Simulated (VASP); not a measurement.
# Bi4C (Im-3m) in VASP: notebook

Bi4C is run at these levels: PBE; tasks: single point.

All numbers are computed with VASP 6.6.1; they aren't measurements. Logs are shortened: lines on timing, memory, paths and dates and some standing lists are left out, and cuts for length are marked.

**1. The cell of the first run**

It takes space group Im-3m (No. 229, cubic). Conventional cell: a = 6.406 Å, b = 6.406 Å, c = 6.406 Å, α = 90.00°, β = 90.00°, γ = 90.00°. Bi (site symmetry -3m) has 2 C at 2.77 Å and 6 Bi at 3.20 Å within 3.7 Å. C (site symmetry m-3m) has 8 Bi at 2.77 Å within 3.7 Å.

The cell was generated, and may not be a known phase.

**2. Single point, PBE**

Contents of INCAR:

```
ALGO = Normal
EDIFF = 1E-6
ENCUT = 520
GGA = PE
ISIF = 2
ISMEAR = 0
LASPH = True
LCHARG = False
LREAL = False
LWAVE = False
NBANDS = 40
NELM = 80
PREC = Accurate
SIGMA = 0.1
```

Contents of KPOINTS:

```
k-points
0
Gamma
  4 4 4
```

Contents of POSCAR:

```
Bi4C
1.0
   -3.2029169500      3.2029169500      3.2029169500
    3.2029169500     -3.2029169500      3.2029169500
    3.2029169500      3.2029169500     -3.2029169500
Bi C
4 1
Direct
    0.5000000000      0.5000000000      0.5000000000
    0.5000000000      0.0000000000      0.0000000000
    0.0000000000      0.0000000000      0.5000000000
    0.0000000000      0.5000000000      0.0000000000
    0.0000000000      0.0000000000      0.0000000000
```

Potentials or basis: VASP PAW PBE potentials, release 64 (Bi_d, C).

Started as:

```bash
> cat potpaw_PBE.64/Bi_d/POTCAR potpaw_PBE.64/C/POTCAR > POTCAR
> mpirun -np 1 vasp_std > vasp.out
```

OUTCAR:

```text
EDIFF = 1E-6
   ENCUT = 520
   GGA = PE
   ISIF = 2
   ISMEAR = 0
   LASPH = True
   LREAL = False
   NELM = 80
   PREC = Accurate

 ion  position               nearest neighbor table
   1  0.500  0.500  0.500-   5 2.77   5 2.77   4 3.20   2 3.20   2 3.20   4 3.20   3 3.20   3 3.20

   2  0.500  0.000  0.000-   5 2.77   5 2.77   4 3.20   1 3.20   1 3.20   3 3.20   3 3.20   4 3.20

   3  0.000  0.000  0.500-   5 2.77   5 2.77   4 3.20   1 3.20   2 3.20   4 3.20   2 3.20   1 3.20

   4  0.000  0.500  0.000-   5 2.77   5 2.77   3 3.20   1 3.20   2 3.20   3 3.20   1 3.20   2 3.20

   5  0.000  0.000  0.000-   1 2.77   2 2.77   3 2.77   4 2.77   3 2.77   4 2.77   2 2.77   1 2.77

  LATTYP: Found a body centered cubic cell.
 ALAT       =     6.4058339000

  Lattice vectors:

 A1 = (  -3.2029169500,   3.2029169500,   3.2029169500)
 A2 = (   3.2029169500,  -3.2029169500,   3.2029169500)
 A3 = (   3.2029169500,   3.2029169500,  -3.2029169500)

Analysis of symmetry for initial positions (statically):
=====================================================================
 Subroutine PRICEL returns:
 Original cell was already a primitive cell.

 Routine SETGRP: Setting up the symmetry group for a
 body centered cubic supercell.

 Subroutine GETGRP returns: Found 48 space group operations
 (whereof 48 operations were pure point group operations)
 out of a pool of 48 trial point group operations.

The static configuration has the point symmetry O_h .

Analysis of symmetry for dynamics (positions and initial velocities):
=====================================================================
 Subroutine PRICEL returns:
 Original cell was already a primitive cell.

 Routine SETGRP: Setting up the symmetry group for a
 body centered cubic supercell.

 Subroutine GETGRP returns: Found 48 space group operations
 (whereof 48 operations were pure point group operations)
 out of a pool of 48 trial point group operations.

The dynamic configuration has the point symmetry O_h .

 Subroutine INISYM returns: Found 48 space group operations
 (whereof 48 operations are pure point group operations),
 and found     1 'primitive' translations

----------------------------------------------------------------------------------------

                                     Primitive cell

  volume of cell :     131.4308

  direct lattice vectors                    reciprocal lattice vectors
    -3.202916950  3.202916950  3.202916950     0.000000000  0.156107701  0.156107701
     3.202916950 -3.202916950  3.202916950     0.156107701  0.000000000  0.156107701
     3.202916950  3.202916950 -3.202916950     0.156107701  0.156107701  0.000000000

  length of vectors
     5.547614890  5.547614890  5.547614890     0.220769627  0.220769627  0.220769627

  position of ions in fractional coordinates (direct lattice)
     0.500000000  0.500000000  0.500000000
     0.500000000  0.000000000  0.000000000
     0.000000000  0.000000000  0.500000000
     0.000000000  0.500000000  0.000000000
     0.000000000  0.000000000  0.000000000

  ion indices of the primitive-cell ions
   primitive index   ion index
                 1           1
                 2           2
                 3           3
                 4           4
                 5           5

----------------------------------------------------------------------------------------

 KPOINTS: k-points

Automatic generation of k-mesh.
 Grid dimensions read from file:
 generate k-points for:    4    4    4

 Generating k-lattice:

  Cartesian coordinates                     Fractional coordinates (reciprocal lattice)
     0.000000000  0.039026925  0.039026925     0.250000000  0.000000000  0.000000000
     0.039026925  0.000000000  0.039026925     0.000000000  0.250000000  0.000000000
     0.039026925  0.039026925  0.000000000     0.000000000  0.000000000  0.250000000

  Length of vectors
     0.055192407  0.055192407  0.055192407

  Shift w.r.t. Gamma in fractional coordinates (k-lattice)
     0.000000000  0.000000000  0.000000000

 Subroutine IBZKPT returns following result:
 ===========================================

 Found      8 irreducible k-points:

 Following reciprocal coordinates:
            Coordinates               Weight
  0.000000  0.000000  0.000000      1.000000
  0.250000  0.000000  0.000000     12.000000
  0.500000  0.000000  0.000000      6.000000
  0.250000  0.250000  0.000000     24.000000
  0.250000  0.250000  0.250000      2.000000
 -0.250000  0.250000  0.250000      6.000000
  0.500000  0.500000  0.250000     12.000000
  0.500000  0.500000  0.500000      1.000000
   k-points           NKPTS =      8   k-points in BZ     NKDIM =      8   number of bands    NBANDS=     40
   number of dos      NEDOS =    301   number of ions     NIONS =      5
   total plane-waves  NPLWV =  74088
   dimension x,y,z NGX =    42 NGY =   42 NGZ =   42
   dimension x,y,z NGXF=    84 NGYF=   84 NGZF=   84
   ions per type =               4   1
   NGX,Y,Z   is equivalent  to a cutoff of  12.59, 12.59, 12.59 a.u.
   NGXF,Y,Z  is equivalent  to a cutoff of  25.17, 25.17, 25.17 a.u.
 SYSTEM =  unknown system
   PREC   = accura    normal or accurate (medium, high low for compatibility)
   ISTART =      0    job   : 0-new  1-cont  2-samecut
   ICHARG =      2    charge: 1-file 2-atom 10-const
   ISPIN  =      1    spin polarized calculation?
   LNONCOLLINEAR =      F non collinear calculations
   LSORBIT =      F    spin-orbit coupling
   LASPH  =      T    aspherical Exc in radial PAW
   ENCUT  =  520.0 eV  38.22 Ry    6.18 a.u.  10.31 10.31 10.31*2*pi/ulx,y,z
   NELM   =     80;   NELMIN=  2; NELMDL= -5     # of ELM steps
   EDIFF  = 0.1E-05   stopping-criterion for ELM
   LREAL  =      F    real-space projection
   EDIFFG = 0.1E-04   stopping-criterion for IOM
   NSW    =      0    number of steps for IOM
   IBRION =     -1    ionic relax: 0-MD 1-quasi-New 2-CG
   NFREE  =      0    steps in history (QN), initial steepest desc. (CG)
   ISIF   =      2    stress and relaxation
   ISYM   =      2    0-nonsym 1-usesym 2-fastsym
   POTIM  = 0.5000    time-step for ionic-motion
   TEBEG  =    0.0;   TEEND  =   0.0 temperature during run
   PSTRESS=    0.0 pullay stress
   NELECT =      64.0000    total number of electrons
   NUPDOWN=      -1.0000    fix difference up-down
   EMIN   =  10.00;   EMAX   =-10.00  energy-range for DOS
   EFERMI =   0.00;   METHOD = LEGACY
   ISMEAR =     0;   SIGMA  =   0.10  broadening in eV -4-tet -1-fermi 0-gaus
   EFERMI_NEDOS =   21; number of points for ismear=-14 and -15
   IALGO  =     38    algorithm
   IMIX   =      4    mixing-type and parameters
     AMIX     =   0.40;   BMIX     =  1.00
     AMIX_MAG =   1.60;   BMIX_MAG =  1.00
  volume/ion in A,a.u.               =      26.29       177.39
  Fermi-wavevector in a.u.,A,eV,Ry     =   1.287960  2.433892 22.569912  1.658842
  Thomas-Fermi vector in A             =   2.419943
   LORBIT       =      0    0 simple, 1 ext, 2 COOP (PROOUT), +10 PAW based schemes
   GGA     = PE    functional components
   LHFCALC =     F    Hartree Fock is set to
   AEXX    =    0.0000 exact exchange contribution
   IVDW    =     0    specifies the selected vdW correction
   LEPSILON=     F    determine dielectric tensor
   LRPA    =     F    only Hartree local field effects (RPA)
 non-spin polarized calculation
 Gauss-broadening in eV      SIGMA  =   0.10
  energy-cutoff  :      520.00
  volume of cell :      131.43
 maximum number of plane-waves:      3564
 NGX is ok and might be reduce to    42
   NGX = 21   NGY = 21   NGZ = 21

 number of electron      64.0000025 magnetization

 Free energy of the ion-electron system (eV)
  ---------------------------------------------------
  ext. energy  EPLUGINS =         0.00000000
  ---------------------------------------------------
  free energy    TOTEN  =       -19.98493532 eV

  energy without entropy =      -19.96772098  energy(sigma->0) =      -19.97632815

 E-fermi :   7.8996     XC(G=0): -10.3171

 val. band max:        7.8030599272   @ k =   0.5000   0.0000   0.0000
 cond. band min:       7.9275842577   @ k =   0.2500   0.0000   0.0000
 fundamental gap:      0.1245243305
 Fermi energy:         7.8996321051

 k-point     1 :       0.0000    0.0000    0.0000
  band No.  band energies     occupation
      1     -15.4341      2.00000
      2     -15.4341      2.00000
      3     -15.2995      2.00000
      4     -15.2730      2.00000
      5     -15.2730      2.00000
      6     -15.2708      2.00000
[... 32 lines left out ...]
     39      13.1125      0.00000
     40      13.1125      0.00000

 k-point     2 :       0.2500    0.0000    0.0000
  band No.  band energies     occupation
      1     -15.4083      2.00000
      2     -15.3649      2.00000
      3     -15.2930      2.00000
      4     -15.2709      2.00000
      5     -15.2525      2.00000
      6     -15.2404      2.00000
[... 32 lines left out ...]
     39      12.4856      0.00000
     40      12.5043      0.00000

 k-point     3 :       0.5000    0.0000    0.0000
  band No.  band energies     occupation
      1     -15.3492      2.00000
      2     -15.3486      2.00000
      3     -15.2160      2.00000
      4     -15.2106      2.00000
      5     -15.2081      2.00000
      6     -15.2072      2.00000
[... 32 lines left out ...]
     39      12.4747      0.00000
     40      13.3494      0.00000

 k-point     4 :       0.2500    0.2500    0.0000
  band No.  band energies     occupation
      1     -15.3569      2.00000
      2     -15.2827      2.00000
      3     -15.2822      2.00000
      4     -15.2546      2.00000
      5     -15.2340      2.00000
      6     -15.1996      2.00000
[... 32 lines left out ...]
     39      11.4757      0.00000
     40      12.9528      0.00000

 k-point     5 :       0.2500    0.2500    0.2500
  band No.  band energies     occupation
      1     -15.1890      2.00000
      2     -15.1890      2.00000
      3     -15.1885      2.00000
      4     -15.1885      2.00000
      5     -15.1885      2.00000
      6     -15.1838      2.00000
[... 32 lines left out ...]
     39      11.0689      0.00000
     40      11.0689      0.00000

 k-point     6 :      -0.2500    0.2500    0.2500
  band No.  band energies     occupation
      1     -15.4256      2.00000
      2     -15.3232      2.00000
      3     -15.3232      2.00000
      4     -15.2856      2.00000
      5     -15.2684      2.00000
      6     -15.2198      2.00000
[... 32 lines left out ...]
     39      12.4493      0.00000
     40      12.9447      0.00000

 k-point     7 :       0.5000    0.5000    0.2500
  band No.  band energies     occupation
      1     -15.3878      2.00000
      2     -15.3876      2.00000
      3     -15.3489      2.00000
      4     -15.2490      2.00000
      5     -15.2462      2.00000
      6     -15.2271      2.00000
[... 32 lines left out ...]
     39      12.6123      0.00000
     40      12.9172      0.00000

 k-point     8 :       0.5000    0.5000    0.5000
  band No.  band energies     occupation
      1     -15.4171      2.00000
      2     -15.4171      2.00000
      3     -15.4171      2.00000
      4     -15.2626      2.00000
      5     -15.2626      2.00000
      6     -15.2626      2.00000
[... 32 lines left out ...]
     39      12.8780      0.00000
     40      12.8780      0.00000

------------------------ aborting loop because EDIFF is reached ----------------------------------------

  FORCE on cell =-STRESS in cart. coord.  units (eV):
  Direction    XX          YY          ZZ          XY          YZ          ZX
  --------------------------------------------------------------------------------------
  -------------------------------------------------------------------------------------
  Total        3.9446242      3.9446242      3.9446242      0.0000000      0.0000000      0.0000000
  in kB       48.0860598     48.0860598     48.0860598      0.0000000      0.0000000      0.0000000
  external PRESSURE =      48.0860598 kB  Pullay stress =       0.0000000 kB

 VOLUME and BASIS-vectors are now :
 -----------------------------------------------------------------------------
  energy-cutoff  :      520.00
  volume of cell :      131.43
      direct lattice vectors                 reciprocal lattice vectors
    -3.202916950  3.202916950  3.202916950     0.000000000  0.156107701  0.156107701
     3.202916950 -3.202916950  3.202916950     0.156107701  0.000000000  0.156107701
     3.202916950  3.202916950 -3.202916950     0.156107701  0.156107701  0.000000000

 POSITION                                       TOTAL-FORCE (eV/Angst)
 -----------------------------------------------------------------------------------
      1.60146      1.60146      1.60146        -0.000000      0.000000     -0.000000
     -1.60146      1.60146      1.60146        -0.000000      0.000000     -0.000000
      1.60146      1.60146     -1.60146        -0.000000     -0.000000      0.000000
      1.60146     -1.60146      1.60146         0.000000     -0.000000      0.000000
      0.00000      0.00000      0.00000        -0.000000      0.000000      0.000000
 -----------------------------------------------------------------------------------
    total drift:                               -0.000000     -0.000000      0.000000

  FREE ENERGIE OF THE ION-ELECTRON SYSTEM (eV)
  ---------------------------------------------------
  free  energy   TOTEN  =       -19.9849353197 eV

  energy  without entropy=      -19.9677209835  energy(sigma->0) =      -19.97632815
```

Run time: 53 s. Hardware: 1 thread of Oxide Virtual Turin-like, shared host; peak memory 0.22 GiB.

What came out:

* Free energy: -19.9849 eV
* Pressure: 4.8 GPa
* Band gap on the k mesh: zero (bands 32 and 33 overlap by 1.97 eV)

Caveat: the cell stands under pressure; spin-orbit coupling is left out, which moves the levels of the heavy elements.

**3. Single point, PBE**

This run uses another cell than the first one, of 28.20 Å³/atom.

Contents of INCAR:

```
PREC = Accurate ; ENCUT = 520
EDIFF = 1E-6 ; ISMEAR = 0
SIGMA = 0.1 ; LREAL = F
LASPH = T ; NELM = 100
ALGO = Normal ; ISIF = 2
LWAVE = F ; LCHARG = T
GGA = PE ; LELF = T
LVHAR = T ; NBANDS = 40
```

Contents of KPOINTS:

```
Automatic mesh
0
Gamma
  4 4 4
```

POSCAR, as its differences from that of step 2:

```diff
@@ -2,5 +2,5 @@
 1.0
-   -3.2029169500      3.2029169500      3.2029169500
-    3.2029169500     -3.2029169500      3.2029169500
-    3.2029169500      3.2029169500     -3.2029169500
+   -3.2786466769      3.2786466769      3.2786466769
+    3.2786466769     -3.2786466769      3.2786466769
+    3.2786466769      3.2786466769     -3.2786466769
 Bi C
```

Potentials or basis: VASP PAW PBE potentials, release 64 (Bi_d, C).

Started as:

```bash
> cat potpaw_PBE.64/Bi_d/POTCAR potpaw_PBE.64/C/POTCAR > POTCAR
> mpirun -np 1 vasp_std > vasp.out
```

OUTCAR:

```text
PREC = Accurate
   ENCUT = 520
   EDIFF = 1E-6
   ISMEAR = 0
   LREAL = F
   LASPH = T
   NELM = 100
   ISIF = 2
   GGA = PE

 ion  position               nearest neighbor table
   1  0.500  0.500  0.500-   5 2.84   5 2.84   4 3.28   2 3.28   2 3.28   4 3.28   3 3.28   3 3.28

   2  0.500  0.000  0.000-   5 2.84   5 2.84   4 3.28   1 3.28   1 3.28   3 3.28   3 3.28   4 3.28

   3  0.000  0.000  0.500-   5 2.84   5 2.84   4 3.28   1 3.28   2 3.28   4 3.28   2 3.28   1 3.28

   4  0.000  0.500  0.000-   5 2.84   5 2.84   3 3.28   1 3.28   2 3.28   3 3.28   1 3.28   2 3.28

   5  0.000  0.000  0.000-   1 2.84   2 2.84   3 2.84   4 2.84   3 2.84   4 2.84   2 2.84   1 2.84

  LATTYP: Found a body centered cubic cell.
 ALAT       =     6.5572933538

  Lattice vectors:

 A1 = (  -3.2786466769,   3.2786466769,   3.2786466769)
 A2 = (   3.2786466769,  -3.2786466769,   3.2786466769)
 A3 = (   3.2786466769,   3.2786466769,  -3.2786466769)

Analysis of symmetry for initial positions (statically):
[... 161 lines left out ...]

 E-fermi :   7.0621     XC(G=0):  -9.9849

 val. band max:        6.9726212786   @ k =   0.5000   0.0000   0.0000
 cond. band min:       7.1111409620   @ k =   0.2500   0.0000   0.0000
 fundamental gap:      0.1385196835
 Fermi energy:         7.0620602886

 k-point     1 :       0.0000    0.0000    0.0000
  band No.  band energies     occupation
      1     -16.1815      2.00000
      2     -16.1815      2.00000
      3     -16.0693      2.00000
      4     -16.0493      2.00000
      5     -16.0493      2.00000
      6     -16.0488      2.00000
[... 333 lines left out ...]
     39      11.6270      0.00000
     40      11.6270      0.00000

------------------------ aborting loop because EDIFF is reached ----------------------------------------

  FORCE on cell =-STRESS in cart. coord.  units (eV):
  Direction    XX          YY          ZZ          XY          YZ          ZX
  --------------------------------------------------------------------------------------
  -------------------------------------------------------------------------------------
  Total        0.0260734      0.0260734      0.0260734      0.0000000      0.0000000     -0.0000000
  in kB        0.2963227      0.2963227      0.2963227      0.0000000      0.0000000     -0.0000000
  external PRESSURE =       0.2963227 kB  Pullay stress =       0.0000000 kB

 VOLUME and BASIS-vectors are now :
 -----------------------------------------------------------------------------
  energy-cutoff  :      520.00
  volume of cell :      140.98
      direct lattice vectors                 reciprocal lattice vectors
    -3.278646677  3.278646677  3.278646677     0.000000000  0.152501946  0.152501946
     3.278646677 -3.278646677  3.278646677     0.152501946  0.000000000  0.152501946
     3.278646677  3.278646677 -3.278646677     0.152501946  0.152501946  0.000000000

 POSITION                                       TOTAL-FORCE (eV/Angst)
 -----------------------------------------------------------------------------------
      1.63932      1.63932      1.63932        -0.000000     -0.000000      0.000000
     -1.63932      1.63932      1.63932         0.000000      0.000000      0.000000
      1.63932      1.63932     -1.63932         0.000000     -0.000000     -0.000000
      1.63932     -1.63932      1.63932        -0.000000     -0.000000     -0.000000
      0.00000      0.00000      0.00000        -0.000000      0.000000      0.000000
 -----------------------------------------------------------------------------------
    total drift:                               -0.000000     -0.000000      0.000000

  FREE ENERGIE OF THE ION-ELECTRON SYSTEM (eV)
  ---------------------------------------------------
  free  energy   TOTEN  =       -20.1246227832 eV

  energy  without entropy=      -20.1027985119  energy(sigma->0) =      -20.11371065
```

stdout:

```text
POSCAR found type information on POSCAR BiC
 POSCAR found :  2 types and       5 ions
 scaLAPACK will be used
 LDA part: xc-table for (Slater+PW92), standard interpolation
 POSCAR, INCAR and KPOINTS ok, starting setup
 FFT: planning ... GRIDC
 FFT: planning ... GRID_SOFT
 FFT: planning ... GRID
 WAVECAR not read
 entering main loop
```

It took 59 s on 1 thread of Oxide Virtual Turin-like, shared host; peak memory 0.23 GiB.

What came out:

| Item | Value |
| --- | --- |
| Free energy | -20.1246 eV |
| Pressure | 0.0 GPa |
| Band gap on the k mesh | zero (bands 32 and 33 overlap by 1.85 eV) |

Levels at points of the mesh, in eV from the Fermi level:
| k point | band 28 | band 29 | band 30 | band 31 | band 32 | band 33 | band 34 | band 35 | band 36 | band 37 |
| --- | --- | --- | --- | --- | --- | --- | --- | --- | --- | --- |
| (0.00, 0.00, 0.00) | -4.67 | -3.33 | -3.33 | -3.33 | 1.32 | 1.32 | 1.32 | 2.44 | 2.44 | 4.84 |
| (0.50, 0.00, 0.00) | -2.28 | -1.65 | -1.39 | -1.25 | -0.09 | 0.32 | 0.40 | 0.55 | 0.59 | 2.86 |
| (0.50, 0.50, 0.50) | -1.71 | -1.71 | -1.71 | -1.14 | -0.12 | -0.12 | -0.12 | 4.35 | 4.35 | 4.35 |

Caveat: spin-orbit coupling is left out, which moves the levels of the heavy elements.

The gap in the log of VASP goes by the Fermi energy; the results here count the filled bands.